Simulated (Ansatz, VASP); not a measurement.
**BaSrCeTiO6 in VASP and in Ansatz**

```
CELL_PARAMETERS angstrom
5.89703 0.00000 0.00000
0.01244 5.91411 0.00000
0.04709 0.03806 8.32105
ATOMIC_POSITIONS crystal
Ba 0.50908 0.50364 0.75057
Ba 0.49092 0.49636 0.24943
Sr 0.01771 0.99763 0.74819
Sr 0.98229 0.00237 0.25181
Ce 0.50000 0.00000 0.00000
Ce 0.00000 0.50000 0.50000
Ti 0.00000 0.50000 0.00000
Ti 0.50000 0.00000 0.50000
O 0.21642 0.24690 0.03711
O 0.71886 0.25118 0.48202
O 0.78358 0.75310 0.96289
O 0.28114 0.74882 0.51798
O 0.75147 0.27835 0.02104
O 0.23994 0.21029 0.46495
O 0.24853 0.72165 0.97896
O 0.76006 0.78971 0.53505
O 0.01239 0.43862 0.76530
O 0.47112 0.04396 0.73461
O 0.98761 0.56138 0.23470
O 0.52888 0.95604 0.26539
```

Alike in both runs: task electric field gradients; functional PBE; k mesh 4 × 4 × 3; occupations fermi-dirac, width 0.02 eV; no spin polarisation.

|  | VASP | Ansatz |
| --- | --- | --- |
| version | VASP 6.6.1 | Ansatz 0.2.0 |
| potentials or method | VASP PAW PBE potentials, release 64 (Ba_sv, Sr_sv, Ce, Ti_sv, O) | plane-wave PAW, scalar-relativistic |
| plane-wave cutoff (eV) | 520 | 420 |
| valence electrons in the cell | 160 | 160 |

|  | VASP | Ansatz | Ansatz less VASP |
| --- | --- | --- | --- |
| gap on the k mesh at the Fermi level (eV) | 2.17 | 2.21 | +0.037 |
| pressure (GPa) | 2.8 | 2.1 | -0.69 |
| traceless stress, the component that is largest in VASP (GPa) | -0.06 | -0.01 | +0.042 |
| rms of the force components (eV/Å) | 0.031 | 0.038 | +0.0070 |
| size of Vzz on the site where it differs most (V/Å²) | 57.2 | 52.6 | -4.61 |

Atom by atom the forces differ by 0.021 eV/Å (rms over components). With one functional, cell and mesh, what is left measures potentials, basis and numerics.

Spin-orbit coupling is off throughout.
